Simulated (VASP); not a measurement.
Here is a VASP 6.6.1 calculation.

File INCAR:

```
SYSTEM = Al
  PREC = Accurate
  ENCUT = 520
  EDIFF = 1E-6
  ISMEAR = 0
  SIGMA = 0.15
  LREAL = .False.
  LASPH = .True.
  NELM = 100
  ALGO = Fast
  ISIF = 2
  LWAVE = .False.
  LCHARG = .True.
  GGA = PE
  LELF = .True.
  LVHAR = .True.
  NBANDS = 18
```

Contents of KPOINTS:

```
regular mesh
0
Gamma
  19 19 4
  0 0 0
```

File POSCAR:

```
Al
1.0
    2.0239800000     -2.0239800000      0.0000000000
    2.0239800000      0.0000000000     -2.0239800000
    8.3845951346      8.3845951346      8.3845951346
Al
6
Direct
    0.6666666667      0.6666666667      0.0804481382
    0.0000000000      0.0000000000      0.8850904485
    0.3333333333      0.3333333333      0.2413766002
    0.6666666667      0.6666666667      0.5632335244
    0.0000000000      0.0000000000      0.4023050623
    0.3333333333      0.3333333333      0.7241619864
```

Potentials or basis: VASP PAW PBE potentials, release 64 (Al).

Command:

```sh
$ cat potpaw_PBE.64/Al/POTCAR > POTCAR
$ mpirun -np 1 vasp_std > vasp.out
```

Question: What does it give for the band gap on the k mesh?

Answer: Zero (bands 9 and 10 overlap by 4.84 eV).

Question: Predict the pressure.

Answer: -1.8 GPa.

Stress tensor (GPa, compression positive):
```
-1.84 -0.19 -0.19
-0.19 -1.84 -0.19
-0.19 -0.19 -1.84
```

Caveat: the cell differs from its parent crystal (the distance across one plane changed).
